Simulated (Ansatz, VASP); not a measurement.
**One calculation of CdO, two programs**

The input INCAR:

```
SYSTEM = CdO
PREC = Accurate
ENCUT = 600
EDIFF = 1E-6
ISMEAR = 0
SIGMA = 0.05
LREAL = .FALSE.
LASPH = .TRUE.
NELM = 120
ALGO = Normal
ISIF = 2
LWAVE = .FALSE.
LCHARG = .FALSE.
GGA = PS
NBANDS = 16
GGA_COMPAT = .FALSE.
```

Contents of KPOINTS:

```
Automatic mesh
0
G
  6 6 6
  0 0 0
```

POSCAR

```
CdO
1.0
    0.0000000000      2.3500000000      2.3500000000
    2.3500000000      0.0000000000      2.3500000000
    2.3500000000      2.3500000000      0.0000000000
Cd O
1 1
Direct
    0.0000000000      0.0000000000      0.0000000000
    0.5000000000      0.5000000000      0.5000000000
```

Input for Ansatz:

```yaml
crystal:
  lattice:
    - [0.0, 2.35, 2.35]
    - [2.35, 0.0, 2.35]
    - [2.35, 2.35, 0.0]
  atoms:
    - { symbol: Cd, position: [0.0, 0.0, 0.0] }
    - { symbol: O, position: [0.5, 0.5, 0.5] }
basis:
  ecutwfc: 420
kpoints:
  mp_grid: { grid: [6, 6, 6] }
hamiltonian:
  xc: pbesol
scf:
  occupations: { method: gaussian, width: 0.05 }
output:
  forces: true
  stress: true
  eigenvalues: true
```

Alike in both runs: task single point; functional PBEsol; k mesh 6 × 6 × 6; occupations gaussian, width 0.05 eV; no spin polarisation.

|  | VASP | Ansatz |
| --- | --- | --- |
| version | VASP 6.6.1 | Ansatz 0.2.0 |
| potentials or method | VASP PAW PBE potentials, release 64 (Cd, O), cutoff 600 eV | scalar-relativistic, plane waves, PAW |
| valence electrons in the cell | 18 | 26 |

|  | VASP | Ansatz | Ansatz less VASP |
| --- | --- | --- | --- |
| gap on the k mesh at the Fermi level (eV) | none | none | - |
| pressure (GPa) | 0.5 | -0.8 | -1.33 |

VASP's potentials were made for PBE, not for PBEsol. A gap of «none» marks a metal or a gap that the smearing closes. VASP's potentials hold 18 valence electrons a cell and Ansatz's 26, so a difference there can come from the potentials and not from the codes.

The k mesh is coarse, so the values compare programs but aren't converged.
